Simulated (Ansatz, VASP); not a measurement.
## MnSi: VASP beside Ansatz

```
Mn Si
1.0
     4.51819    0.00000    0.00000
     0.00000    4.51819    0.00000
     0.00000    0.00000    4.51819
Mn Si
4 4
Cartesian
  0.6161 0.6161 0.6161
  1.6430 3.9021 2.8752
  2.8752 1.6430 3.9021
  3.9021 2.8752 1.6430
  3.8186 3.8186 3.8186
  2.9587 0.6996 1.5595
  1.5595 2.9587 0.6996
  0.6996 1.5595 2.9587
```

Alike in both runs: task single point; functional PBE; k mesh 8 × 8 × 8; occupations gaussian, width 0.05 eV; collinear spin.

|  | VASP | Ansatz |
| --- | --- | --- |
| version | VASP 6.6.1 | Ansatz 0.2.0 |
| potentials or method | VASP PAW PBE potentials, release 64 (Mn_pv, Si), cutoff 520 eV | scalar-relativistic, plane waves, PAW |
| valence electrons in the cell | 68 | 76 |

Ansatz gave:

```
gap on the k mesh at the Fermi level (eV)                     : none
pressure (GPa)                                                : 0.0
rms of the force components (eV/Å)                            : 0.001
net moment per atom (μB)                                      : 0.50
size of the moment on the site where the two differ most (μB) : 1.00
```

Question: Estimate VASP's values.

Answer: gap on the k mesh at the Fermi level (eV): none; pressure (GPa): 0.0; rms of the force components (eV/Å): 0.006; net moment per atom (μB): 0.50; size of the moment on the site where the two differ most (μB): 1.05.

Site moments also hang on the region over which each program counts them. Atom by atom the forces differ by 0.006 eV/Å (rms over components). A gap of «none» marks a metal or a gap that the smearing closes. The functional is the same, so the differences come from potentials, cutoffs and numerics. VASP's potentials hold 68 valence electrons a cell and Ansatz's 76, so a difference there can come from the potentials and not from the codes. Ansatz's warnings: seeded moment not kept.
